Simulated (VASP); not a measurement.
Input of a VASP 6.6.1 run:

INCAR

```
SYSTEM = ScAl15N16
ALGO = Normal
EDIFF = 1E-7
ENCUT = 520
GGA = PS
ISIF = 2
ISMEAR = 0
LASPH = .True.
LCHARG = .False.
LREAL = Auto
LWAVE = .False.
NBANDS = 90
NELM = 100
PREC = Accurate
SIGMA = 0.02
```

File KPOINTS:

```
k-points
0
Gamma
  6 6 4
  0 0 0
```

POSCAR

```
ScAl15N16
1.0
   -3.1391907830     -5.4372379309      0.0000000000
    6.2783815661      0.0000000000      0.0000000000
    0.0000000000      0.0000000000     10.0081216499
Sc Al N
1 15 16
Direct
    0.1666666667      0.8333333333     -0.0029420253
    0.1666666667      0.8333333333      0.4993588483
    0.1689945288      0.3344972644     -0.0012175909
    0.1652699843      0.3326349922      0.4996211037
    0.6655027356      0.8310054712     -0.0012175909
    0.6673650078      0.8347300157      0.4996211037
    0.6655027356      0.3344972644     -0.0012175909
    0.6673650078      0.3326349922      0.4996211037
    0.3343481119      0.1686962238      0.2530420664
    0.3353679775      0.1707359550      0.7464917566
    0.3343481119      0.6656518881      0.2530420664
    0.3353679775      0.6646320225      0.7464917566
    0.8333333333      0.1666666667      0.2485054088
    0.8333333333      0.1666666667      0.7495458726
    0.8313037762      0.6656518881      0.2530420664
    0.8292640450      0.6646320225      0.7464917566
    0.1666666667      0.8333333333      0.2038631048
    0.1666666667      0.8333333333      0.6926208437
    0.1675200296      0.3337600148      0.1908507068
    0.1643352584      0.3321676292      0.6889931597
    0.6662399852      0.8324799704      0.1908507068
    0.6678323708      0.8356647416      0.6889931597
    0.6662399852      0.3337600148      0.1908507068
    0.6678323708      0.3321676292      0.6889931597
    0.3341312496      0.1682624992      0.4431957540
    0.3428868791      0.1857737581      0.9351372677
    0.3341312496      0.6658687504      0.4431957540
    0.3428868791      0.6571131209      0.9351372677
    0.8333333333      0.1666666667      0.4391444732
    0.8333333333      0.1666666667      0.9415608021
    0.8317375008      0.6658687504      0.4431957540
    0.8142262419      0.6571131209      0.9351372677
```

Potentials or basis: VASP PAW PBE potentials, release 64 (Sc_sv, Al, N).

The run is started by

```console
$ cat potpaw_PBE.64/Sc_sv/POTCAR potpaw_PBE.64/Al/POTCAR potpaw_PBE.64/N/POTCAR > POTCAR
$ mpirun -np 1 vasp_std > vasp.out
```

(1) Estimate the pressure.

(2) Predict the largest force.

Answers

(1) 0.0 GPa.

(2) 0.056 eV/Å.

Caveat: the PAW data sets were made with another functional, which shifts forces and pressure a little.
